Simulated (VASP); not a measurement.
# ScTa3F (Cmmm) in VASP: a series of runs, part 2 of 2

VASP 6.6.1. Earlier steps stand in the parts before.

## Step 3: Single point, PBE, collinear spin

This run uses another cell than the first one, of 18.80 Å³/atom.

INCAR

```
ALGO = Fast
EDIFF = 1E-6
ENCUT = 520
GGA = PE
ISIF = 2
ISMEAR = 0
ISPIN = 2
LASPH = True
LCHARG = False
LMAXMIX = 4
LORBIT = 11
LREAL = False
LWAVE = False
MAGMOM = 0 1 1 1 0
NBANDS = 38
NELM = 150
PREC = Accurate
SIGMA = 0.1
```

KPOINTS

```
k-points
0
Gamma
  4 4 4
```

POSCAR

```
ScTa3F
1.0
    2.2341871000     -3.6022848100      0.0000000000
    2.2341871000      3.6022848100      0.0000000000
    0.0000000000      0.0000000000      5.8393194100
Sc Ta F
1 3 1
Direct
    0.5000000000      0.5000000000      0.0000000000
    0.2067100800      0.2067100800      0.5000000000
    0.7932899200      0.7932899200      0.5000000000
    0.0000000000      0.0000000000      0.0000000000
    0.5000000000      0.5000000000      0.5000000000
```

Potentials or basis: VASP PAW PBE potentials, release 64 (Sc_sv, Ta_pv, F).

On the command line:

```console
cat potpaw_PBE.64/Sc_sv/POTCAR potpaw_PBE.64/Ta_pv/POTCAR potpaw_PBE.64/F/POTCAR > POTCAR
mpirun -np 1 vasp_std > vasp.out
```

OUTCAR:

```text
EDIFF = 1E-6
   ENCUT = 520
   GGA = PE
   ISIF = 2
   ISMEAR = 0
   ISPIN = 2
   LASPH = True
   LORBIT = 11
   LREAL = False
   NELM = 150
   PREC = Accurate

 ion  position               nearest neighbor table
   1  0.500  0.500  0.000-   4 2.23   4 2.23   2 3.20   2 3.20   3 3.20   3 3.20
   2  0.207  0.207  0.500-   5 1.31   3 1.85   3 2.62   4 3.06   4 3.06   1 3.20   1 3.20
   3  0.793  0.793  0.500-   5 1.31   2 1.85   2 2.62   4 3.06   4 3.06   1 3.20   1 3.20
   4  0.000  0.000  0.000-   1 2.23   1 2.23   3 3.06   2 3.06   3 3.06   2 3.06
   5  0.500  0.500  0.500-   2 1.31   3 1.31

 -----------------------------------------------------------------------------
|                                                                             |
|           W    W    AA    RRRRR   N    N  II  N    N   GGGG   !!!           |
|           W    W   A  A   R    R  NN   N  II  NN   N  G    G  !!!           |
|           W    W  A    A  R    R  N N  N  II  N N  N  G       !!!           |
|           W WW W  AAAAAA  RRRRR   N  N N  II  N  N N  G  GGG   !            |
|           WW  WW  A    A  R   R   N   NN  II  N   NN  G    G                |
|           W    W  A    A  R    R  N    N  II  N    N   GGGG   !!!           |
|                                                                             |
|     The distance between some ions is very small. Please check the          |
|     nearest-neighbor list in the OUTCAR file.                               |
|     I HOPE YOU KNOW WHAT YOU ARE DOING!                                     |
|                                                                             |
 -----------------------------------------------------------------------------

  LATTYP: Found a base centered orthorhombic cell.
 ALAT       =     4.4683742000
 B/A-ratio  =     1.6123469740
 C/A-ratio  =     1.3068107434

  Lattice vectors:

 A1 = (   2.2341871000,  -3.6022848100,   0.0000000000)
 A2 = (   2.2341871000,   3.6022848100,   0.0000000000)
 A3 = (   0.0000000000,   0.0000000000,   5.8393194100)

Analysis of symmetry for initial positions (statically):
=====================================================================
[... 205 lines left out ...]
      4     -31.1526      1.00000
      5     -31.0811      1.00000
      6     -30.1776      1.00000
[... 829 lines left out ...]
     36       8.6486      0.00000
     37       9.4439      0.00000
 Fermi energy:         4.4643044614

 spin component 2

 k-point     1 :       0.0000    0.0000    0.0000
  band No.  band energies     occupation
      1     -43.6712      1.00000
      2     -43.4158      1.00000
      3     -33.5720      1.00000
      4     -31.1525      1.00000
      5     -31.0811      1.00000
      6     -30.1771      1.00000
[... 829 lines left out ...]
     36       8.6485      0.00000
     37       9.4467      0.00000
 [bands above 37 left out]

------------------------ aborting loop because EDIFF is reached ----------------------------------------

  FORCE on cell =-STRESS in cart. coord.  units (eV):
  Direction    XX          YY          ZZ          XY          YZ          ZX
  --------------------------------------------------------------------------------------
  -------------------------------------------------------------------------------------
  Total      354.2837733     -8.5791160     -4.2192502      0.0000000      0.0000000      0.0000000
  in kB     6039.0973407   -146.2390332    -71.9210553      0.0000000      0.0000000      0.0000000
  external PRESSURE =    1940.3124174 kB  Pullay stress =       0.0000000 kB

 VOLUME and BASIS-vectors are now :
 -----------------------------------------------------------------------------
  energy-cutoff  :      520.00
  volume of cell :       93.99
      direct lattice vectors                 reciprocal lattice vectors
     2.234187100 -3.602284810  0.000000000     0.223795044 -0.138800796  0.000000000
     2.234187100  3.602284810  0.000000000     0.223795044  0.138800796  0.000000000
     0.000000000  0.000000000  5.839319410     0.000000000  0.000000000  0.171252834

 POSITION                                       TOTAL-FORCE (eV/Angst)
 -----------------------------------------------------------------------------------
      2.23419      0.00000      0.00000        -0.000000     -0.000000      0.000000
      0.92366      0.00000      2.91966       -78.574257     -0.000000     -0.000000
      3.54472      0.00000      2.91966        78.574257     -0.000000      0.000000
      0.00000      0.00000      0.00000         0.000000      0.000000      0.000000
      2.23419      0.00000      2.91966        -0.000000     -0.000000      0.000000
 -----------------------------------------------------------------------------------
    total drift:                               -0.000000     -0.000000     -0.000000

  FREE ENERGIE OF THE ION-ELECTRON SYSTEM (eV)
  ---------------------------------------------------
  free  energy   TOTEN  =         5.2670567991 eV

  energy  without entropy=        5.2839633349  energy(sigma->0) =        5.27551007

 total charge

# of ion       s       p       d       tot
------------------------------------------
    1        2.293   6.150   1.775  10.218
    2        0.537   6.503   3.768  10.808
    3        0.537   6.503   3.768  10.808
    4        0.382   6.060   2.666   9.108
    5        1.928   4.858   0.000   6.786
--------------------------------------------------
tot          5.678  30.073  11.977  47.728

 magnetization (x)

# of ion       s       p       d       tot
------------------------------------------
    1        0.000   0.000   0.000   0.000
    2        0.000  -0.000  -0.000  -0.000
    3        0.000  -0.000  -0.000  -0.000
    4        0.000   0.000   0.000   0.000
    5       -0.000  -0.000   0.000  -0.000
--------------------------------------------------
tot          0.000   0.000   0.001   0.001
```

OSZICAR:

```text
N       E                     dE             d eps       ncg     rms          rms(c)
DAV:   1     0.717362333392E+03    0.71736E+03   -0.26782E+04  3192   0.141E+03
DAV:   2     0.538737368055E+02   -0.66349E+03   -0.64348E+03  3304   0.479E+02
DAV:   3     0.381619015477E+01   -0.50058E+02   -0.46967E+02  4318   0.132E+02
DAV:   4     0.107798624313E+01   -0.27382E+01   -0.26886E+01  4718   0.316E+01
DAV:   5     0.102427211044E+01   -0.53714E-01   -0.53652E-01  3994   0.378E+00    0.688E+01
RMM:   6     0.453302733571E+01    0.35088E+01   -0.54796E+00  4167   0.128E+01    0.405E+01
RMM:   7     0.428765139893E+01   -0.24538E+00   -0.49705E+00  4700   0.119E+01    0.957E+00
RMM:   8     0.506372179903E+01    0.77607E+00   -0.12854E+00  4605   0.649E+00    0.362E+00
RMM:   9     0.524492682006E+01    0.18121E+00   -0.19953E-01  4544   0.307E+00    0.202E+00
RMM:  10     0.526620567397E+01    0.21279E-01   -0.77279E-02  4672   0.158E+00    0.704E-01
RMM:  11     0.526696567694E+01    0.76000E-03   -0.17819E-02  4875   0.717E-01    0.354E-01
RMM:  12     0.526709583969E+01    0.13016E-03   -0.19290E-03  4923   0.247E-01    0.198E-01
RMM:  13     0.526705422077E+01   -0.41619E-04   -0.54282E-04  4940   0.138E-01    0.859E-02
RMM:  14     0.526705884087E+01    0.46201E-05   -0.14545E-04  5048   0.583E-02    0.411E-02
RMM:  15     0.526705527167E+01   -0.35692E-05   -0.61675E-05  4691   0.404E-02    0.229E-02
RMM:  16     0.526705666335E+01    0.13917E-05   -0.13160E-05  3956   0.224E-02    0.130E-02
RMM:  17     0.526705679909E+01    0.13575E-06   -0.67627E-06  3727   0.158E-02
   1 F= 0.52670568E+01 E0= 0.52755101E+01  d E =-.169065E-01  mag=     0.0007
```

It took 5.1 min on 1 thread of Oxide Virtual Turin-like, shared host; peak memory 0.28 GiB.

What came out:

- Free energy: 5.2671 eV
- Pressure: 194.0 GPa
- Largest force: 78.574 eV/Å
- Net moment: 0.00 μB per cell
- Valence electrons inside the program's atomic spheres: Sc 10.22; Ta 10.81, 9.11 (each value once); F 6.79

Forces on the atoms (eV/Å):
```
Sc    0.000   0.000   0.000
Ta  -78.574   0.000   0.000
Ta   78.574   0.000   0.000
Ta    0.000   0.000   0.000
F     0.000   0.000   0.000
```

Caveat: the k points lie up to 0.41 Å⁻¹ apart; atoms lie so close that the PAW spheres overlap strongly, which falsifies energies and pressures; forces of over 1 eV/Å act on the atoms, so gaps and moduli don't describe the material at rest.
